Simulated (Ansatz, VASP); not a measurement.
**Mg2CdTe3 in VASP and in Ansatz**

INCAR

```
SYSTEM = Mg2CdTe3
PREC = Accurate
ENCUT = 520
EDIFF = 1E-6
ISMEAR = 0
SIGMA = 0.02
LREAL = .False.
LASPH = .True.
NELM = 80
ALGO = Normal
ISIF = 2
LWAVE = .False.
LCHARG = .False.
GGA = PE
NBANDS = 26
```

Contents of KPOINTS:

```
Automatic mesh
0
Gamma
  6 6 4
  0 0 0
```

POSCAR

```
Mg2CdTe3
1.0
    4.6332198300      0.0000000000      0.0000000000
   -2.3166099150      4.0124860741      0.0000000000
    0.0000000000      0.0000000000     11.3162888000
Mg Cd Te
2 1 3
Direct
    0.3333333333      0.6666666667      0.9993960000
    0.6666666667      0.3333333333      0.6692520000
    0.0000000000      0.0000000000      0.3320900000
    0.0000000000      0.0000000000      0.0791730000
    0.6666666667      0.3333333333      0.4201980000
    0.3333333333      0.6666666667      0.7498910000
```

Input for Ansatz:

```yaml
crystal:
  lattice:
    - [4.63321983, 0.0, 0.0]
    - [-2.316609915, 4.0124860741, 0.0]
    - [0.0, 0.0, 11.3162888]
  atoms:
    - { symbol: Mg, position: [0.3333333333, 0.6666666667, 0.999396] }
    - { symbol: Mg, position: [0.6666666667, 0.3333333333, 0.669252] }
    - { symbol: Cd, position: [0.0, 0.0, 0.33209] }
    - { symbol: Te, position: [0.0, 0.0, 0.079173] }
    - { symbol: Te, position: [0.6666666667, 0.3333333333, 0.420198] }
    - { symbol: Te, position: [0.3333333333, 0.6666666667, 0.749891] }
basis:
  ecutwfc: 420
kpoints:
  mp_grid: { grid: [6, 6, 4] }
  band_path:
    path:
      - [[0.0, 0.0, 0.0], [0.5, 0.0, 0.0], [0.33333333, 0.33333333, 0.0], [0.0, 0.0, 0.0], [0.0, 0.0, 0.5], [0.5, 0.0, 0.5], [0.33333333, 0.33333333, 0.5], [0.0, 0.0, 0.5]]
      - [[0.5, 0.0, 0.5], [0.5, 0.0, 0.0]]
      - [[0.33333333, 0.33333333, 0.5], [0.33333333, 0.33333333, 0.0]]
    npoints: 14
hamiltonian:
  xc: pbe
scf:
  occupations: { method: gaussian, width: 0.02 }
  n_extra_bands: 15
output:
  forces: true
  stress: true
  eigenvalues: true
  populations: true
  dos: { projected: true, de: 0.02, nscf_kmesh: { grid: [9, 9, 6] } }
  bader: true
  write_density: true
  write_potential: true
  elf: true
  volumetric_format: npy
```

Alike in both runs: task single point; functional PBE; k mesh 6 × 6 × 4; occupations gaussian, width 0.02 eV; no spin polarisation.

```csv
,VASP,Ansatz
version,VASP 6.6.1,Ansatz 0.2.0
potentials or method,"VASP PAW PBE potentials, release 64 (Mg, Cd, Te), cutoff 520 eV","scalar-relativistic, plane waves, PAW"
valence electrons in the cell,34,88
```

Ansatz gave:

```
gap on the k mesh at the Fermi level (eV) : 1.46
least direct gap on the mesh (eV)         : 1.46
pressure (GPa)                            : 0.0
rms of the force components (eV/Å)        : 0.001
```

Which values does VASP return?

gap on the k mesh at the Fermi level (eV): 1.46; least direct gap on the mesh (eV): 1.46; pressure (GPa): 0.0; rms of the force components (eV/Å): 0.006.

Atom by atom the forces differ by 0.005 eV/Å (rms over components). VASP's potentials hold 34 valence electrons a cell and Ansatz's 88, so a difference there can come from the potentials and not from the codes.

Spin-orbit coupling is off throughout.
